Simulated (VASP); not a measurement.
SrHg3O4, 8 atoms in the cell. The structure is cubic, space group Pm-3m (No. 221). Conventional cell: a = 5.089 Å, b = 5.089 Å, c = 5.089 Å, α = 90.00°, β = 90.00°, γ = 90.00°. Sr (site symmetry m-3m) has 6 O at 2.54 Å within 3.4 Å. Hg (site symmetry 4/mmm) has 6 O at 2.54 Å within 3.4 Å. O (site symmetry 4/mmm) has 2 Sr at 2.54 Å and 4 Hg at 2.54 Å within 3.4 Å. Within 3.4 Å of O (site symmetry m-3m) lie 6 Hg at 2.54 Å. 

- Program: VASP 6.6.1
- Task: single point
- Functional: PBE
- Potentials or basis: VASP PAW PBE potentials, release 64 (Sr_sv, Hg, O)
- Cutoff: 520 eV
- k mesh: 8 × 8 × 8
- Occupations: gaussian, width 0.1 eV
- Spin: no spin polarisation
- Dipole correction: no
- Further INCAR settings: ALGO = Normal; EDIFF = 1e-07; NBANDS = 45

Potentials or basis: VASP PAW PBE potentials, release 64 (Sr_sv, Hg, O).

Launch:

```console
$ cat potpaw_PBE.64/Sr_sv/POTCAR potpaw_PBE.64/Hg/POTCAR potpaw_PBE.64/O/POTCAR > POTCAR
$ mpirun -np 1 vasp_std > vasp.out
```

Hardware: 1 thread of Intel(R) Xeon(R) 6975P-C (Granite Rapids), on a shared host.

Estimate the wall time of this run.

Wall time 100 s on 1 thread of Intel(R) Xeon(R) 6975P-C (Granite Rapids), with other jobs on the host, peak memory 0.35 GiB. Counts: scf iterations 17, k points 35.
